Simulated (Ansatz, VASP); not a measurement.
## One calculation of Na2S, two programs

Contents of POSCAR:

```
Na2S
1.0
    0.0000000000      3.2554286299      3.2554286299
    3.2554286299      0.0000000000      3.2554286299
    3.2554286299      3.2554286299      0.0000000000
Na S
2 1
Direct
    0.2500000000      0.2500000000      0.2500000000
    0.7500000000      0.7500000000      0.7500000000
    0.0000000000      0.0000000000      0.0000000000
```

INCAR.step1

```
SYSTEM = Na2S
PREC = Accurate
ENCUT = 400
EDIFF = 1E-5
ISMEAR = 0
SIGMA = 0.01
LREAL = .FALSE.
LASPH = .TRUE.
NELM = 120
ALGO = Normal
ISIF = 2
LWAVE = .TRUE.
LCHARG = .FALSE.
NBANDS = 17
GGA = PE
GGA_COMPAT = .FALSE.
```

The input INCAR.step2:

```
SYSTEM = Na2S
PREC = Accurate
ENCUT = 400
EDIFF = 1E-6
ISMEAR = 0
SIGMA = 0.01
LREAL = .FALSE.
LASPH = .TRUE.
NELM = 120
ALGO = Normal
ISIF = 2
LWAVE = .FALSE.
LCHARG = .FALSE.
GGA = PE
LHFCALC = .TRUE.
AEXX = 0.3
HFSCREEN = 0.2078
PRECFOCK = Normal
NBANDS = 17
ISTART = 1
GGA_COMPAT = .FALSE.
```

Contents of KPOINTS:

```
regular mesh
0
G
  4 4 4
  0 0 0
```

Input for Ansatz:

```yaml
crystal:
  lattice:
    - [0.0, 3.2554286299, 3.2554286299]
    - [3.2554286299, 0.0, 3.2554286299]
    - [3.2554286299, 3.2554286299, 0.0]
  atoms:
    - { symbol: Na, position: [0.25, 0.25, 0.25] }
    - { symbol: Na, position: [0.75, 0.75, 0.75] }
    - { symbol: S, position: [0.0, 0.0, 0.0] }
kpoints:
  mp_grid: { grid: [4, 4, 4] }
hamiltonian:
  xc:
    exchange: pbe
    correlation: pbe
    exx: { coeff: 0.3, omega: 0.2078 }
scf:
  occupations: { method: fixed }
  n_extra_bands: 4
output:
  forces: true
  stress: true
  eigenvalues: true
```

Alike in both runs: task single point; functional PBE-based screened hybrid; k mesh 4 × 4 × 4; no spin polarisation.

|  | VASP | Ansatz |
| --- | --- | --- |
| version | VASP 6.6.1 | Ansatz 0.2.0 |
| potentials or method | VASP PAW PBE potentials, release 64 (Na_pv, S) | plane waves |
| plane-wave cutoff (eV) | 400 | 420 |
| occupations | gaussian, width 0.01 eV | fixed |
| valence electrons in the cell | 20 | 24 |

```csv
,VASP,Ansatz,Ansatz less VASP
gap on the k mesh at the Fermi level (eV),3.72,3.73,+0.012
pressure (GPa),-0.1,0.1,+0.17
```

VASP's potentials were made for PBE, not for PBE-based screened hybrid. VASP's potentials hold 20 valence electrons a cell and Ansatz's 24, so a difference there can come from the potentials and not from the codes. Ansatz's warnings: stress exchange threshold loose, stress scf threshold loose.
